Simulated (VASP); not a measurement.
# TiO2 (Pbca) in VASP: further runs

TiO2 is run at these levels: PBE, r2SCAN; tasks: single point.

All numbers are computed with VASP 6.6.1; they aren't measurements. Logs are shortened: lines on timing, memory, paths and dates and some standing lists are left out, and cuts for length are marked.

## Step 1: The cell of the first run

It takes space group Pbca (No. 61, orthorhombic). Conventional cell: a = 5.145 Å, b = 9.185 Å, c = 5.447 Å, α = 90.00°, β = 90.00°, γ = 90.00°. Within 2.5 Å of Ti (site symmetry 1) lie 6 O at 1.86 to 2.07 Å. Within 2.6 Å of O (site symmetry 1) lie 3 Ti at 1.92 to 2.07 Å and 1 O at 2.53 Å. Within 2.6 Å of O (site symmetry 1) lie 3 Ti at 1.86 to 2.01 Å and 2 O at 2.50 to 2.53 Å.

## Step 2: Single point, PBE

INCAR

```
SYSTEM = TiO2
PREC = Accurate
ENCUT = 520
EDIFF = 1E-6
ISMEAR = -1
SIGMA = 0.01
LREAL = Auto
LASPH = .TRUE.
NELM = 60
ALGO = Normal
ISIF = 2
LWAVE = .FALSE.
LCHARG = .FALSE.
GGA = PE
NBANDS = 114
KPAR = 4
```

KPOINTS

```
regular mesh
0
G
  5 3 4
  0 0 0
```

POSCAR

```
TiO2
1.0
    5.1450000000      0.0000000000      0.0000000000
    0.0000000000      9.1850000000      0.0000000000
    0.0000000000      0.0000000000      5.4470000000
Ti O
8 16
Direct
    0.1386214742      0.1289845015      0.9055580809
    0.6386214742      0.3710154985      0.0944419191
    0.8613785258      0.6289845015      0.5944419191
    0.3613785258      0.8710154985      0.4055580809
    0.8613785258      0.8710154985      0.0944419191
    0.3613785258      0.6289845015      0.9055580809
    0.1386214742      0.3710154985      0.4055580809
    0.6386214742      0.1289845015      0.5944419191
    0.4646160230      0.2298923879      0.8912442246
    0.9646160230      0.2701076121      0.1087557754
    0.5353839770      0.7298923879      0.6087557754
    0.0353839770      0.7701076121      0.3912442246
    0.5353839770      0.7701076121      0.1087557754
    0.0353839770      0.7298923879      0.8912442246
    0.4646160230      0.2701076121      0.3912442246
    0.9646160230      0.2298923879      0.6087557754
    0.8160577380      0.0097698590      0.8506297781
    0.3160577380      0.4902301410      0.1493702219
    0.1839422620      0.5097698590      0.6493702219
    0.6839422620      0.9902301410      0.3506297781
    0.1839422620      0.9902301410      0.1493702219
    0.6839422620      0.5097698590      0.8506297781
    0.8160577380      0.4902301410      0.3506297781
    0.3160577380      0.0097698590      0.6493702219
```

Potentials or basis: VASP PAW PBE potentials, release 64 (Ti_sv, O).

Started as:

```
cat potpaw_PBE.64/Ti_sv/POTCAR potpaw_PBE.64/O/POTCAR > POTCAR
mpirun -np 4 vasp_std > vasp.out
```

OUTCAR:

```text
SYSTEM = TiO2
   PREC = Accurate
   ENCUT = 520
   EDIFF = 1E-6
   ISMEAR = -1
   LREAL = Auto
   LASPH = .TRUE.
   NELM = 60
   ISIF = 2
   GGA = PE

 ion  position               nearest neighbor table
   1  0.139  0.129  0.906-  21 1.86   9 1.92  10 1.93  24 1.99  17 2.01  16 2.07
   2  0.639  0.371  0.094-  22 1.86  10 1.92   9 1.93  23 1.99  18 2.01  15 2.07
   3  0.861  0.629  0.594-  23 1.86  11 1.92  12 1.93  22 1.99  19 2.01  14 2.07
   4  0.361  0.871  0.406-  24 1.86  12 1.92  11 1.93  21 1.99  20 2.01  13 2.07
   5  0.861  0.871  0.094-  17 1.86  13 1.92  14 1.93  20 1.99  21 2.01  12 2.07
   6  0.361  0.629  0.906-  18 1.86  14 1.92  13 1.93  19 1.99  22 2.01  11 2.07
   7  0.139  0.371  0.406-  19 1.86  15 1.92  16 1.93  18 1.99  23 2.01  10 2.07
   8  0.639  0.129  0.594-  20 1.86  16 1.92  15 1.93  17 1.99  24 2.01   9 2.07
   9  0.465  0.230  0.891-   1 1.92   2 1.93   8 2.07
  10  0.965  0.270  0.109-   2 1.92   1 1.93   7 2.07
  11  0.535  0.730  0.609-   3 1.92   4 1.93   6 2.07
  12  0.035  0.770  0.391-   4 1.92   3 1.93   5 2.07
  13  0.535  0.770  0.109-   5 1.92   6 1.93   4 2.07
  14  0.035  0.730  0.891-   6 1.92   5 1.93   3 2.07
[... 8 lines left out ...]
  23  0.816  0.490  0.351-   3 1.86   2 1.99   7 2.01
  24  0.316  0.010  0.649-   4 1.86   1 1.99   8 2.01

  LATTYP: Found a simple orthorhombic cell.
 ALAT       =     5.1450000000
 B/A-ratio  =     1.0586977648
 C/A-ratio  =     1.7852283771

  Lattice vectors:

 A1 = (  -5.1450000000,   0.0000000000,   0.0000000000)
 A2 = (   0.0000000000,   0.0000000000,   5.4470000000)
 A3 = (   0.0000000000,   9.1850000000,   0.0000000000)

Analysis of symmetry for initial positions (statically):
=====================================================================
 Subroutine PRICEL returns:
 Original cell was already a primitive cell.

 Routine SETGRP: Setting up the symmetry group for a
 simple orthorhombic supercell.

 Subroutine GETGRP returns: Found  8 space group operations
 (whereof  2 operations were pure point group operations)
 out of a pool of  8 trial point group operations.

The static configuration has the point symmetry S_2 .
 The point group associated with its full space group is D_2h.

Analysis of symmetry for dynamics (positions and initial velocities):
=====================================================================
 Subroutine PRICEL returns:
 Original cell was already a primitive cell.

 Routine SETGRP: Setting up the symmetry group for a
 simple orthorhombic supercell.

 Subroutine GETGRP returns: Found  8 space group operations
 (whereof  2 operations were pure point group operations)
 out of a pool of  8 trial point group operations.

The dynamic configuration has the point symmetry S_2 .
 The point group associated with its full space group is D_2h.

 Subroutine INISYM returns: Found  8 space group operations
 (whereof  2 operations are pure point group operations),
 and found     1 'primitive' translations

----------------------------------------------------------------------------------------

                                     Primitive cell

  volume of cell :     257.4079

  direct lattice vectors                    reciprocal lattice vectors
     5.145000000  0.000000000  0.000000000     0.194363460  0.000000000  0.000000000
     0.000000000  9.185000000  0.000000000     0.000000000  0.108873163  0.000000000
     0.000000000  0.000000000  5.447000000     0.000000000  0.000000000  0.183587296

  length of vectors
     5.145000000  9.185000000  5.447000000     0.194363460  0.108873163  0.183587296

  position of ions in fractional coordinates (direct lattice)
     0.138621474  0.128984501  0.905558081
     0.638621474  0.371015499  0.094441919
     0.861378526  0.628984501  0.594441919
     0.361378526  0.871015499  0.405558081
     0.861378526  0.871015499  0.094441919
     0.361378526  0.628984501  0.905558081
[... 16 lines left out ...]
     0.816057738  0.490230141  0.350629778
     0.316057738  0.009769859  0.649370222

  ion indices of the primitive-cell ions
   primitive index   ion index
                 1           1
                 2           2
                 3           3
                 4           4
                 5           5
                 6           6
[... 16 lines left out ...]
                23          23
                24          24

----------------------------------------------------------------------------------------

 KPOINTS: regular mesh

Automatic generation of k-mesh.
 Grid dimensions read from file:
 generate k-points for:    5    3    4

 Generating k-lattice:

  Cartesian coordinates                     Fractional coordinates (reciprocal lattice)
     0.038872692  0.000000000  0.000000000     0.200000000  0.000000000  0.000000000
     0.000000000  0.036291054  0.000000000     0.000000000  0.333333333  0.000000000
     0.000000000  0.000000000  0.045896824     0.000000000  0.000000000  0.250000000

  Length of vectors
     0.038872692  0.036291054  0.045896824

  Shift w.r.t. Gamma in fractional coordinates (k-lattice)
     0.000000000  0.000000000  0.000000000

 Subroutine IBZKPT returns following result:
 ===========================================

 Found     18 irreducible k-points:

 Following reciprocal coordinates:
            Coordinates               Weight
  0.000000  0.000000  0.000000      1.000000
  0.200000  0.000000  0.000000      2.000000
  0.400000  0.000000  0.000000      2.000000
  0.000000  0.333333  0.000000      2.000000
  0.200000  0.333333  0.000000      4.000000
  0.400000  0.333333  0.000000      4.000000
[... 10 lines left out ...]
  0.200000  0.333333  0.500000      4.000000
  0.400000  0.333333  0.500000      4.000000
   k-points           NKPTS =     18   k-points in BZ     NKDIM =     18   number of bands    NBANDS=    114
   number of dos      NEDOS =    301   number of ions     NIONS =     24
   total plane-waves  NPLWV = 117600
   dimension x,y,z NGX =    40 NGY =   70 NGZ =   42
   dimension x,y,z NGXF=    80 NGYF=  140 NGZF=   84
   ions per type =               8  16
   NGX,Y,Z   is equivalent  to a cutoff of  12.92, 12.67, 12.82 a.u.
   NGXF,Y,Z  is equivalent  to a cutoff of  25.85, 25.34, 25.64 a.u.
 SYSTEM =  TiO2
   PREC   = accura    normal or accurate (medium, high low for compatibility)
   ISTART =      0    job   : 0-new  1-cont  2-samecut
   ICHARG =      2    charge: 1-file 2-atom 10-const
   ISPIN  =      1    spin polarized calculation?
   LNONCOLLINEAR =      F non collinear calculations
   LSORBIT =      F    spin-orbit coupling
   LASPH  =      T    aspherical Exc in radial PAW
   ENCUT  =  520.0 eV  38.22 Ry    6.18 a.u.   9.57 17.08 10.13*2*pi/ulx,y,z
   NELM   =     60;   NELMIN=  2; NELMDL= -5     # of ELM steps
   EDIFF  = 0.1E-05   stopping-criterion for ELM
   LREAL  =      T    real-space projection
   EDIFFG = 0.1E-04   stopping-criterion for IOM
   NSW    =      0    number of steps for IOM
   IBRION =     -1    ionic relax: 0-MD 1-quasi-New 2-CG
   NFREE  =      0    steps in history (QN), initial steepest desc. (CG)
   ISIF   =      2    stress and relaxation
   ISYM   =      2    0-nonsym 1-usesym 2-fastsym
   POTIM  = 0.5000    time-step for ionic-motion
   TEBEG  =    0.0;   TEEND  =   0.0 temperature during run
   PSTRESS=    0.0 pullay stress
   NELECT =     192.0000    total number of electrons
   NUPDOWN=      -1.0000    fix difference up-down
   EMIN   =  10.00;   EMAX   =-10.00  energy-range for DOS
   EFERMI =   0.00;   METHOD = LEGACY
   ISMEAR =    -1;   SIGMA  =   0.01  broadening in eV -4-tet -1-fermi 0-gaus
   EFERMI_NEDOS =   21; number of points for ismear=-14 and -15
   IALGO  =     38    algorithm
   IMIX   =      4    mixing-type and parameters
     AMIX     =   0.40;   BMIX     =  1.00
     AMIX_MAG =   1.60;   BMIX_MAG =  1.00
  volume/ion in A,a.u.               =      10.73        72.38
  Fermi-wavevector in a.u.,A,eV,Ry     =   1.484686  2.805650 29.991219  2.204292
  Thomas-Fermi vector in A             =   2.598192
   LORBIT       =      0    0 simple, 1 ext, 2 COOP (PROOUT), +10 PAW based schemes
   GGA     = PE    functional components
   LHFCALC =     F    Hartree Fock is set to
   AEXX    =    0.0000 exact exchange contribution
   IVDW    =     0    specifies the selected vdW correction
   LEPSILON=     F    determine dielectric tensor
   LRPA    =     F    only Hartree local field effects (RPA)
 non-spin polarized calculation
  energy-cutoff  :      520.00
  volume of cell :      257.41
 maximum number of plane-waves:      6952
 NGX is ok and might be reduce to    40
   NGX = 19   NGY = 35   NGZ = 21

 number of electron     191.9999978 magnetization

 Free energy of the ion-electron system (eV)
  ---------------------------------------------------
  ext. energy  EPLUGINS =         0.00000000
  ---------------------------------------------------
  free energy    TOTEN  =      -214.99988753 eV

  energy without entropy =     -214.99988753  energy(sigma->0) =     -214.99988753

 E-fermi :   4.4429     XC(G=0): -11.1820

 val. band max:        4.1237434254   @ k =   0.0000   0.0000   0.0000
 cond. band min:       6.4794284070   @ k =   0.0000   0.0000   0.0000
 fundamental gap:      2.3556849816
 Fermi energy:         4.4429476027

 k-point     1 :       0.0000    0.0000    0.0000
  band No.  band energies     occupation
      1     -52.3423      2.00000
      2     -52.3326      2.00000
      3     -52.3188      2.00000
      4     -52.3106      2.00000
      5     -52.3104      2.00000
      6     -52.3091      2.00000
[... 100 lines left out ...]
    107       7.4345      0.00000
    108       7.5082      0.00000

 k-point     2 :       0.2000    0.0000    0.0000
  band No.  band energies     occupation
      1     -52.3393      2.00000
      2     -52.3305      2.00000
      3     -52.3162      2.00000
      4     -52.3134      2.00000
      5     -52.3127      2.00000
      6     -52.3074      2.00000
[... 1768 lines left out ...]
 k-point    18 :       0.4000    0.3333    0.5000
  band No.  band energies     occupation
      1     -52.3250      2.00000
      2     -52.3250      2.00000
      3     -52.3243      2.00000
      4     -52.3243      2.00000
      5     -52.3024      2.00000
      6     -52.3024      2.00000
[... 100 lines left out ...]
    107       7.5231      0.00000
    108       7.5231      0.00000
 [bands above 108 left out]

------------------------ aborting loop because EDIFF is reached ----------------------------------------

  FORCE on cell =-STRESS in cart. coord.  units (eV):
  Direction    XX          YY          ZZ          XY          YZ          ZX
  --------------------------------------------------------------------------------------
  -------------------------------------------------------------------------------------
  Total        8.0320710      8.9331880      9.1454346      0.0000000      0.0000000      0.0000000
  in kB       49.9938069     55.6026053     56.9236863      0.0000000      0.0000000      0.0000000
  external PRESSURE =      54.1733662 kB  Pullay stress =       0.0000000 kB

 VOLUME and BASIS-vectors are now :
 -----------------------------------------------------------------------------
  energy-cutoff  :      520.00
  volume of cell :      257.41
      direct lattice vectors                 reciprocal lattice vectors
     5.145000000  0.000000000  0.000000000     0.194363460  0.000000000  0.000000000
     0.000000000  9.185000000  0.000000000     0.000000000  0.108873163  0.000000000
     0.000000000  0.000000000  5.447000000     0.000000000  0.000000000  0.183587296

 POSITION                                       TOTAL-FORCE (eV/Angst)
 -----------------------------------------------------------------------------------
      0.71321      1.18472      4.93257         0.022226      0.039881     -0.036242
      3.28571      3.40778      0.51443         0.022226     -0.039881      0.036242
      4.43179      5.77722      3.23793        -0.022226      0.039881      0.036242
      1.85929      8.00028      2.20907        -0.022226     -0.039881     -0.036242
      4.43179      8.00028      0.51443        -0.022226     -0.039881      0.036242
      1.85929      5.77722      4.93257        -0.022226      0.039881     -0.036242
[... 16 lines left out ...]
      4.19862      4.50276      1.90988        -0.035960     -0.000155     -0.035905
      1.62612      0.08974      3.53712        -0.035960      0.000155      0.035905
 -----------------------------------------------------------------------------------
    total drift:                               -0.000000      0.000000      0.000000

  FREE ENERGIE OF THE ION-ELECTRON SYSTEM (eV)
  ---------------------------------------------------
  free  energy   TOTEN  =      -214.9998875343 eV

  energy  without entropy=     -214.9998875343  energy(sigma->0) =     -214.99988753
```

Run time: 5.5 min. Hardware: 4 MPI ranks of Intel Xeon Platinum 8488C (Sapphire Rapids), shared host; peak memory 0.54 GiB.

What came out:

| Item | Value |
| --- | --- |
| Free energy | -214.9999 eV |
| Pressure | 5.4 GPa |
| Largest force | 0.058 eV/Å |
| Band gap on the k mesh | 2.36 eV |

Forces on the atoms (eV/Å):
```
Ti   0.022  0.040 -0.036
Ti   0.022 -0.040  0.036
Ti  -0.022  0.040  0.036
Ti  -0.022 -0.040 -0.036
Ti  -0.022 -0.040  0.036
Ti  -0.022  0.040 -0.036
Ti   0.022 -0.040 -0.036
Ti   0.022  0.040  0.036
O    0.005  0.012 -0.007
O    0.005 -0.012  0.007
O   -0.005  0.012  0.007
O   -0.005 -0.012 -0.007
O   -0.005 -0.012  0.007
O   -0.005  0.012 -0.007
O    0.005 -0.012 -0.007
O    0.005  0.012  0.007
O   -0.036  0.000 -0.036
O   -0.036  0.000  0.036
O    0.036  0.000  0.036
O    0.036  0.000 -0.036
O    0.036  0.000  0.036
O    0.036  0.000 -0.036
O   -0.036  0.000 -0.036
O   -0.036  0.000  0.036
```

Stress tensor (GPa, compression positive):
```
5.00 0.00 0.00
0.00 5.56 0.00
0.00 0.00 5.69
```

Caveat: the cell stands under pressure. A k mesh can miss the band edges.

[end of part 1 of 2]
